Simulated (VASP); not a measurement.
A run of VASP 6.6.1 is set up as follows.

The input INCAR:

```
  PREC = Accurate
  ENCUT = 520
  EDIFF = 1E-6
  ISMEAR = 0
  SIGMA = 0.05
  LREAL = False
  LASPH = True
  NELM = 150
  ALGO = Normal
  ISIF = 2
  LWAVE = False
  LCHARG = False
  ISPIN = 2
  MAGMOM = 5 0
  LORBIT = 11
  LMAXMIX = 4
  LDAU = True
  LDAUTYPE = 2
  LDAUL = 2 -1
  LDAUU = 4 0
  LDAUJ = 0 0
  LDAUPRINT = 1
  GGA = PE
  NBANDS = 20
```

The input KPOINTS:

```
Automatic mesh
0
Gamma
  6 6 6
```

Contents of POSCAR:

```
MnS
1.0
    0.0000000000      2.6122498900      2.6122498900
    2.6122498900      0.0000000000      2.6122498900
    2.6122498900      2.6122498900      0.0000000000
Mn S
1 1
Direct
    0.0000000000      0.0000000000      0.0000000000
    0.5000000000      0.5000000000      0.5000000000
```

Potentials or basis: VASP PAW PBE potentials, release 64 (Mn_pv, S).

Run with:

```sh
$ cat potpaw_PBE.64/Mn_pv/POTCAR potpaw_PBE.64/S/POTCAR > POTCAR
$ mpirun -np 1 vasp_std > vasp.out
```

Q: What does it give for the band gap on the k mesh?

A: 0.62 eV (least direct gap 2.74 eV).

Q: Predict the net moment.

A: 5.00 μB per cell.

Eigenvalues of the final occupation matrices:
```csv
site,spin,trace,eigenvalues
site 1 d,1,4.71,0.93 0.93 0.93 0.96 0.96
site 1 d,2,0.19,0.01 0.01 0.01 0.07 0.07
```

Caveat: semilocal functionals underestimate gaps, and a narrow one can read as zero; a cell with one magnetic atom can't hold antiferromagnetic order, which such compounds often take. The state reached can hang on the start; a lower one may exist.
